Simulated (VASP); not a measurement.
Here is a VASP 6.6.1 calculation.

The input INCAR:

```
  PREC = Accurate
  ENCUT = 520
  EDIFF = 1E-7
  ISMEAR = 0
  SIGMA = 0.1147
  LREAL = F
  LASPH = T
  NELM = 80
  ALGO = Normal
  ISIF = 2
  LWAVE = F
  LCHARG = F
  GGA = PE
  NBANDS = 39
```

File KPOINTS:

```
regular mesh
0
Gamma
  10 10 2
```

POSCAR

```
CaSi2As2
1.0
    3.9512185601     -0.0000002887      0.0000000000
   -1.9756090300      3.4218557933      0.0000000000
    0.0000000000      0.0000000000     16.8842550000
Si As Ca
4 4 2
Direct
    0.3333333333      0.6666666667      0.1773208636
    0.6666666667      0.3333333333      0.6773208636
    0.3333333333      0.6666666667      0.3226791364
    0.6666666667      0.3333333333      0.8226791364
    0.3333333333      0.6666666667      0.6226348584
    0.6666666667      0.3333333333      0.1226348584
    0.3333333333      0.6666666667      0.8773651416
    0.6666666667      0.3333333333      0.3773651416
    0.0000000000      0.0000000000      0.0000000000
    0.0000000000      0.0000000000      0.5000000000
```

Potentials or basis: VASP PAW PBE potentials, release 64 (Si, As, Ca_sv).

Run with:

```sh
$ cat potpaw_PBE.64/Si/POTCAR potpaw_PBE.64/As/POTCAR potpaw_PBE.64/Ca_sv/POTCAR > POTCAR
$ mpirun -np 1 vasp_std > vasp.out
```

(1) Estimate the pressure.

(2) Estimate the band gap on the k mesh.

Answers

(1) 1.8 GPa.

(2) zero (bands 28 and 29 overlap by 1.26 eV).
